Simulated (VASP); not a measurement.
# TePb (I4/mmm) in VASP: notebook

The runs below take TePb through single point, with LDA.

All numbers are computed with VASP 6.6.1; they aren't measurements. Logs are shortened: lines on timing, memory, paths and dates and some standing lists are left out, and cuts for length are marked.

**1. The cell of the first run**

Symmetry: I4/mmm, No. 139, tetragonal system. Conventional cell: a = 4.535 Å, b = 4.535 Å, c = 6.378 Å, α = 90.00°, β = 90.00°, γ = 90.00°. Within 4.2 Å of Te (site symmetry 4/mmm) lie 6 Pb at 3.19 to 3.21 Å. Pb (site symmetry 4/mmm) has 6 Te at 3.19 to 3.21 Å within 4.2 Å.

**2. Single point, LDA (film at in-plane strain +0.005)**

Input file INCAR:

```
PREC = Accurate
ENCUT = 500
EDIFF = 1E-6
ISMEAR = 0
SIGMA = 0.01
LREAL = F
LASPH = T
NELM = 120
ALGO = Normal
ISIF = 2
LWAVE = F
LCHARG = F
NBANDS = 17
GGA_COMPAT = F
```

Input file KPOINTS:

```
Automatic mesh
0
Gamma
  6 6 6
```

Input file POSCAR:

```
TePb
1.0
    3.2068667260      3.2068667260      0.0000000000
   -3.2068667260      3.2068667260      0.0000000000
    0.0000000000      3.2068667260      3.1892345173
Te Pb
1 1
Direct
    0.5000000000      0.5000000000      0.0000000000
    0.0000000000      0.0000000000      0.0000000000
```

Potentials or basis: VASP PAW LDA potentials, release 64 (Te, Pb_d).

Launch:

```console
$ cat potpaw_LDA.64/Te/POTCAR potpaw_LDA.64/Pb_d/POTCAR > POTCAR
$ mpirun -np 1 vasp_std > vasp.out
```

OUTCAR:

```text
PREC = Accurate
   ENCUT = 500
   EDIFF = 1E-6
   ISMEAR = 0
   LREAL = F
   LASPH = T
   NELM = 120
   ISIF = 2

 ion  position               nearest neighbor table
   1  0.500  0.500  0.000-   2 3.19   2 3.19   2 3.21   2 3.21   2 3.21   2 3.21
   2  0.000  0.000  0.000-   1 3.19   1 3.19   1 3.21   1 3.21   1 3.21   1 3.21

  LATTYP: Found a body centered tetragonal cell.
 ALAT       =     4.5351944166
 C/A-ratio  =     1.4064378390

  Lattice vectors:

 A1 = (   3.2068667260,   0.0000000000,  -3.1892345173)
 A2 = (  -3.2068667260,   0.0000000000,  -3.1892345173)
 A3 = (   0.0000000000,   3.2068667260,   3.1892345173)

Analysis of symmetry for initial positions (statically):
=====================================================================
 Subroutine PRICEL returns:
 Original cell was already a primitive cell.

 Routine SETGRP: Setting up the symmetry group for a
 body centered tetragonal supercell.

 Subroutine GETGRP returns: Found 16 space group operations
 (whereof 16 operations were pure point group operations)
 out of a pool of 16 trial point group operations.

The static configuration has the point symmetry D_4h.

Analysis of symmetry for dynamics (positions and initial velocities):
=====================================================================
 Subroutine PRICEL returns:
 Original cell was already a primitive cell.

 Routine SETGRP: Setting up the symmetry group for a
 body centered tetragonal supercell.

 Subroutine GETGRP returns: Found 16 space group operations
 (whereof 16 operations were pure point group operations)
 out of a pool of 16 trial point group operations.

The dynamic configuration has the point symmetry D_4h.

 Subroutine INISYM returns: Found 16 space group operations
 (whereof 16 operations are pure point group operations),
 and found     1 'primitive' translations

----------------------------------------------------------------------------------------

                                     Primitive cell

  volume of cell :      65.5961

  direct lattice vectors                    reciprocal lattice vectors
     3.206866726  3.206866726  0.000000000     0.155915429  0.155915429 -0.156777433
    -3.206866726  3.206866726  0.000000000    -0.155915429  0.155915429 -0.156777433
     0.000000000  3.206866726  3.189234517     0.000000000  0.000000000  0.313554865

  length of vectors
     4.535194417  4.535194417  4.522743747     0.270552038  0.270552038  0.313554865

  position of ions in fractional coordinates (direct lattice)
     0.500000000  0.500000000  0.000000000
     0.000000000  0.000000000  0.000000000

  ion indices of the primitive-cell ions
   primitive index   ion index
                 1           1
                 2           2

----------------------------------------------------------------------------------------

 KPOINTS: Automatic mesh

Automatic generation of k-mesh.
 Grid dimensions read from file:
 generate k-points for:    6    6    6

 Generating k-lattice:

  Cartesian coordinates                     Fractional coordinates (reciprocal lattice)
     0.025985905  0.025985905 -0.026129572     0.166666667  0.000000000  0.000000000
    -0.025985905  0.025985905 -0.026129572     0.000000000  0.166666667  0.000000000
     0.000000000  0.000000000  0.052259144     0.000000000  0.000000000  0.166666667

  Length of vectors
     0.045092006  0.045092006  0.052259144

  Shift w.r.t. Gamma in fractional coordinates (k-lattice)
     0.000000000  0.000000000  0.000000000

 Subroutine IBZKPT returns following result:
 ===========================================

 Found     30 irreducible k-points:

 Following reciprocal coordinates:
            Coordinates               Weight
  0.000000  0.000000  0.000000      1.000000
  0.166667  0.000000  0.000000      8.000000
  0.333333  0.000000 -0.000000      8.000000
  0.500000  0.000000 -0.000000      4.000000
  0.166667  0.166667  0.000000      8.000000
  0.333333  0.166667 -0.000000     16.000000
[... 16 lines left out ...]
 -0.333333 -0.333333  0.166667      4.000000
 -0.166667 -0.333333  0.166667     16.000000
 [... further k-points ...]
   k-points           NKPTS =     30   k-points in BZ     NKDIM =     30   number of bands    NBANDS=     17
   number of dos      NEDOS =    301   number of ions     NIONS =      2
   total plane-waves  NPLWV =  46656
   dimension x,y,z NGX =    36 NGY =   36 NGZ =   36
   dimension x,y,z NGXF=    72 NGYF=   72 NGZF=   72
   ions per type =               1   1
   NGX,Y,Z   is equivalent  to a cutoff of  13.20, 13.20, 13.23 a.u.
   NGXF,Y,Z  is equivalent  to a cutoff of  26.39, 26.39, 26.47 a.u.
 SYSTEM =  unknown system
   PREC   = accura    normal or accurate (medium, high low for compatibility)
   ISTART =      0    job   : 0-new  1-cont  2-samecut
   ICHARG =      2    charge: 1-file 2-atom 10-const
   ISPIN  =      1    spin polarized calculation?
   LNONCOLLINEAR =      F non collinear calculations
   LSORBIT =      F    spin-orbit coupling
   LASPH  =      T    aspherical Exc in radial PAW
   ENCUT  =  500.0 eV  36.75 Ry    6.06 a.u.   8.27  8.27  8.25*2*pi/ulx,y,z
   NELM   =    120;   NELMIN=  2; NELMDL= -5     # of ELM steps
   EDIFF  = 0.1E-05   stopping-criterion for ELM
   LREAL  =      F    real-space projection
   EDIFFG = 0.1E-04   stopping-criterion for IOM
   NSW    =      0    number of steps for IOM
   IBRION =     -1    ionic relax: 0-MD 1-quasi-New 2-CG
   NFREE  =      0    steps in history (QN), initial steepest desc. (CG)
   ISIF   =      2    stress and relaxation
   ISYM   =      2    0-nonsym 1-usesym 2-fastsym
   POTIM  = 0.5000    time-step for ionic-motion
   TEBEG  =    0.0;   TEEND  =   0.0 temperature during run
   PSTRESS=    0.0 pullay stress
   NELECT =      20.0000    total number of electrons
   NUPDOWN=      -1.0000    fix difference up-down
   EMIN   =  10.00;   EMAX   =-10.00  energy-range for DOS
   EFERMI =   0.00;   METHOD = LEGACY
   ISMEAR =     0;   SIGMA  =   0.01  broadening in eV -4-tet -1-fermi 0-gaus
   EFERMI_NEDOS =   21; number of points for ismear=-14 and -15
   IALGO  =     38    algorithm
   IMIX   =      4    mixing-type and parameters
     AMIX     =   0.40;   BMIX     =  1.00
     AMIX_MAG =   1.60;   BMIX_MAG =  1.00
  volume/ion in A,a.u.               =      32.80       221.33
  Fermi-wavevector in a.u.,A,eV,Ry     =   1.101857  2.082209 16.518695  1.214090
  Thomas-Fermi vector in A             =   2.238291
   LORBIT       =      0    0 simple, 1 ext, 2 COOP (PROOUT), +10 PAW based schemes
   GGA     = CA    functional components
   LHFCALC =     F    Hartree Fock is set to
   AEXX    =    0.0000 exact exchange contribution
   IVDW    =     0    specifies the selected vdW correction
   LEPSILON=     F    determine dielectric tensor
   LRPA    =     F    only Hartree local field effects (RPA)
 non-spin polarized calculation
 Gauss-broadening in eV      SIGMA  =   0.01
  energy-cutoff  :      500.00
  volume of cell :       65.60
 maximum number of plane-waves:      1679
 NGX is ok and might be reduce to    36
   NGX = 17   NGY = 17   NGZ = 17

 number of electron      20.0000000 magnetization

 Free energy of the ion-electron system (eV)
  ---------------------------------------------------
  ext. energy  EPLUGINS =         0.00000000
  ---------------------------------------------------
  free energy    TOTEN  =        -8.77468771 eV

  energy without entropy =       -8.77468771  energy(sigma->0) =       -8.77468771

 E-fermi :   5.8367     XC(G=0):  -9.6980

 val. band max:        5.7906562423   @ k =   0.5000   0.0000  -0.0000
 cond. band min:       6.3654287029   @ k =   0.5000   0.0000  -0.0000
 fundamental gap:      0.5747724606
 Fermi energy:         5.8366907856

 k-point     1 :       0.0000    0.0000    0.0000
  band No.  band energies     occupation
      1     -10.9376      2.00000
      2     -10.9360      2.00000
      3     -10.9214      2.00000
      4     -10.9203      2.00000
      5     -10.9203      2.00000
      6      -6.5066      2.00000
[... 9 lines left out ...]
     16      11.5233      0.00000
     17      12.9535      0.00000

 k-point     2 :       0.1667    0.0000    0.0000
  band No.  band energies     occupation
      1     -10.9412      2.00000
      2     -10.9399      2.00000
      3     -10.9200      2.00000
      4     -10.9166      2.00000
      5     -10.9160      2.00000
      6      -6.2606      2.00000
[... 9 lines left out ...]
     16      12.0233      0.00000
     17      14.7141      0.00000

 k-point     3 :       0.3333    0.0000   -0.0000
  band No.  band energies     occupation
      1     -10.9497      2.00000
      2     -10.9489      2.00000
      3     -10.9189      2.00000
      4     -10.9068      2.00000
      5     -10.9059      2.00000
      6      -5.5852      2.00000
[... 9 lines left out ...]
     16      13.3982      0.00000
     17      16.8360      0.00000

 k-point     4 :       0.5000    0.0000   -0.0000
  band No.  band energies     occupation
      1     -10.9541      2.00000
      2     -10.9536      2.00000
      3     -10.9185      2.00000
      4     -10.9018      2.00000
      5     -10.9006      2.00000
      6      -4.9962      2.00000
[... 9 lines left out ...]
     16      15.0111      0.00000
     17      15.0328      0.00000

 k-point     5 :       0.1667    0.1667    0.0000
  band No.  band energies     occupation
      1     -10.9477      2.00000
      2     -10.9447      2.00000
      3     -10.9192      2.00000
      4     -10.9129      2.00000
      5     -10.9082      2.00000
      6      -5.8662      2.00000
[... 9 lines left out ...]
     16      13.9402      0.00000
     17      14.2496      0.00000

 k-point     6 :       0.3333    0.1667   -0.0000
  band No.  band energies     occupation
      1     -10.9580      2.00000
      2     -10.9505      2.00000
      3     -10.9154      2.00000
      4     -10.9049      2.00000
      5     -10.9041      2.00000
      6      -5.1467      2.00000
[... 9 lines left out ...]
     16      14.5677      0.00000
     17      16.0374      0.00000

 k-point     7 :       0.5000    0.1667    0.0000
  band No.  band energies     occupation
      1     -10.9671      2.00000
      2     -10.9457      2.00000
      3     -10.9168      2.00000
      4     -10.9049      2.00000
      5     -10.8993      2.00000
      6      -4.9527      2.00000
[... 9 lines left out ...]
     16      15.1611      0.00000
     17      15.6657      0.00000

 k-point     8 :      -0.3333    0.1667    0.0000
  band No.  band energies     occupation
      1     -10.9636      2.00000
      2     -10.9367      2.00000
      3     -10.9223      2.00000
      4     -10.9078      2.00000
      5     -10.9044      2.00000
      6      -5.6519      2.00000
[... 9 lines left out ...]
     16      14.2002      0.00000
     17      15.5439      0.00000
[... 203 lines left out ...]
      1     -10.9761      2.00000
      2     -10.9387      2.00000
      3     -10.9202      2.00000
      4     -10.9027      2.00000
      5     -10.9003      2.00000
      6      -5.0899      2.00000
[... 9 lines left out ...]
     16      14.7852      0.00000
     17      15.3254      0.00000

 k-point    20 :       0.5000    0.3333    0.1667
  band No.  band energies     occupation
      1     -10.9796      2.00000
      2     -10.9424      2.00000
      3     -10.9122      2.00000
      4     -10.9093      2.00000
      5     -10.8962      2.00000
      6      -4.6785      2.00000
[... 9 lines left out ...]
     16      15.9905      0.00000
     17      16.1713      0.00000

 k-point    21 :       0.5000    0.5000    0.1667
  band No.  band energies     occupation
      1     -10.9951      2.00000
      2     -10.9342      2.00000
      3     -10.9219      2.00000
      4     -10.9010      2.00000
      5     -10.8923      2.00000
      6      -4.6082      2.00000
[... 9 lines left out ...]
     16      16.5183      0.00000
     17      17.2973      0.00000

 k-point    22 :      -0.1667    0.5000    0.1667
  band No.  band energies     occupation
      1     -10.9766      2.00000
      2     -10.9388      2.00000
      3     -10.9201      2.00000
      4     -10.9047      2.00000
      5     -10.8983      2.00000
      6      -5.0921      2.00000
[... 9 lines left out ...]
     16      14.7810      0.00000
     17      15.4152      0.00000

 k-point    23 :      -0.3333   -0.3333    0.1667
  band No.  band energies     occupation
      1     -10.9959      2.00000
      2     -10.9340      2.00000
      3     -10.9219      2.00000
      4     -10.9031      2.00000
      5     -10.8899      2.00000
      6      -4.6053      2.00000
[... 9 lines left out ...]
     16      16.6492      0.00000
     17      17.3760      0.00000

 k-point    24 :      -0.1667   -0.3333    0.1667
  band No.  band energies     occupation
      1     -10.9804      2.00000
      2     -10.9424      2.00000
      3     -10.9133      2.00000
      4     -10.9099      2.00000
      5     -10.8941      2.00000
      6      -4.6697      2.00000
[... 9 lines left out ...]
     16      16.0305      0.00000
     17      16.2250      0.00000

 [... further k-points ...]
[... 5 lines left out ...]
  --------------------------------------------------------------------------------------
  -------------------------------------------------------------------------------------
  Total       -0.2568715     -0.2568715      0.0331684      0.0000000      0.0000000     -0.0000000
  in kB       -6.2740543     -6.2740543      0.8101343      0.0000000      0.0000000     -0.0000000
  external PRESSURE =      -3.9126581 kB  Pullay stress =       0.0000000 kB

 VOLUME and BASIS-vectors are now :
 -----------------------------------------------------------------------------
  energy-cutoff  :      500.00
  volume of cell :       65.60
      direct lattice vectors                 reciprocal lattice vectors
     3.206866726  3.206866726  0.000000000     0.155915429  0.155915429 -0.156777433
    -3.206866726  3.206866726  0.000000000    -0.155915429  0.155915429 -0.156777433
     0.000000000  3.206866726  3.189234517     0.000000000  0.000000000  0.313554865

 POSITION                                       TOTAL-FORCE (eV/Angst)
 -----------------------------------------------------------------------------------
      0.00000      3.20687      0.00000         0.000000     -0.000000      0.000000
      0.00000      0.00000      0.00000        -0.000000      0.000000      0.000000
 -----------------------------------------------------------------------------------
    total drift:                                0.000000      0.000000     -0.000000

  FREE ENERGIE OF THE ION-ELECTRON SYSTEM (eV)
  ---------------------------------------------------
  free  energy   TOTEN  =        -8.7746877139 eV

  energy  without entropy=       -8.7746877139  energy(sigma->0) =       -8.77468771
```

Run time: 26 s. Hardware: 1 thread of Intel Xeon Platinum 8488C (Sapphire Rapids), shared host; peak memory 0.18 GiB.

Results:

```
Free energy            : -8.7747 eV
Pressure               : -0.4 GPa
Band gap on the k mesh : 0.57 eV, direct
```

Caveat: the cell differs from its parent crystal (film at in-plane strain +0.005); spin-orbit coupling is left out, which moves the levels of the heavy elements. A k mesh can miss the band edges.

[end of part 1 of 2]
